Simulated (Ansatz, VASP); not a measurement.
Ti in VASP and in Ansatz

```
Ti
1.0
    -1.60702    1.60702    1.60702
     1.60702   -1.60702    1.60702
     1.60702    1.60702   -1.60702
Ti
1
Direct
  0.00000 0.00000 0.00000
```

Alike in both runs: functional PBEsol; k mesh 13 × 13 × 13; occupations fermi-dirac, width 0.1 eV; no spin polarisation.

Ansatz relaxed the structure, and its values are those at the end. VASP's run is a single point on that final structure, the one shown.

|  | VASP | Ansatz |
| --- | --- | --- |
| version | VASP 6.6.1 | Ansatz 0.2.0 |
| potentials or method | VASP PAW PBE potentials, release 64 (Ti_sv), cutoff 520 eV | plane waves (420 eV) with PAW, scalar-relativistic |
| valence electrons in the cell | 12 | 12 |

```csv
,VASP,Ansatz,Ansatz less VASP
pressure (GPa),-0.3,0.0,+0.27
```

VASP's potentials were made for PBE, not for PBEsol, and Ansatz warns of the same on its side. The functional is the same, so the differences come from potentials, cutoffs and numerics.
